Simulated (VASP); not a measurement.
## Ni: single point with PBE

Ni:

```
Ni
1.0
    -1.37924    1.40024    1.37924
     1.42124   -1.40024    1.42124
     1.37924    1.40024   -1.37924
Ni
1
Direct
  0.00000 0.00000 0.00000
```

This cell differs from its parent crystal: strain +0.0300 x Voigt [0, 0, 0, 0, 1, 0].

| Item | Value |
| --- | --- |
| Program | VASP 6.6.1 |
| Task | single point |
| Functional | PBE |
| Potentials or basis | VASP PAW PBE potentials, release 64 (Ni) |
| Cutoff | 520 eV |
| k mesh | 30 × 30 × 30 |
| Occupations | gaussian, width 0.15 eV |
| Spin | collinear spin, ferromagnetic start |
| Starting moments | [0.64] μB |

```yaml
Pressure: 0.0 GPa
Net_moment: 0.55 μB per cell
Site_moments: Ni +0.56 μB
Valence_electrons_inside_the_program's_atomic_spheres: Ni 9.30
```

Stress tensor (GPa, compression positive):
```
-0.04  0.00 -4.52
 0.00  0.12  0.00
-4.52  0.00 -0.04
```

Levels at points of the mesh, in eV from the Fermi level:
Spin up:
```tsv
k point	band 1	band 2	band 3	band 4	band 5	band 6	band 7	band 8	band 9	band 10
(0.00, 0.00, 0.00)	-8.82	-2.38	-2.27	-2.15	-0.87	-0.86	25.87	26.37	26.76	30.88
(0.50, 0.00, 0.00)	-4.55	-3.17	-0.95	-0.72	-0.06	0.29	6.42	18.76	20.20	23.60
(0.00, 0.50, 0.00)	-4.58	-3.22	-0.90	-0.65	-0.11	0.05	6.08	19.29	20.24	23.93
(0.50, 0.00, 0.50)	-4.52	-3.11	-0.99	-0.79	0.00	0.55	6.76	18.78	19.58	23.39
(0.50, 0.50, 0.50)	-4.12	-4.12	-0.36	-0.28	-0.19	9.69	9.73	9.79	15.59	15.59
```
Spin down:
| k point | band 3 | band 4 | band 5 | band 6 | band 7 | band 8 |
| --- | --- | --- | --- | --- | --- | --- |
| (0.00, 0.00, 0.00) | -1.61 | -1.47 | -0.38 | -0.38 | 25.77 | 26.27 |
| (0.50, 0.00, 0.00) | -0.39 | -0.22 | 0.26 | 0.70 | 6.76 | 18.72 |
| (0.00, 0.50, 0.00) | -0.35 | -0.16 | 0.01 | 0.65 | 6.43 | 19.22 |
| (0.50, 0.00, 0.50) | -0.44 | -0.30 | 0.52 | 0.76 | 7.10 | 18.71 |
| (0.50, 0.50, 0.50) | 0.39 | 0.47 | 0.57 | 9.72 | 9.76 | 9.82 |

It took 4.9 min on 4 MPI ranks on Intel(R) Xeon(R) Platinum 8259CL CPU @ 2.50GHz (Skylake/Cascade Lake), on a shared host, peak memory 0.91 GiB a rank.

Caveat: the cell differs from its parent crystal (strain +0.0300 x Voigt [0, 0, 0, 0, 1, 0]).
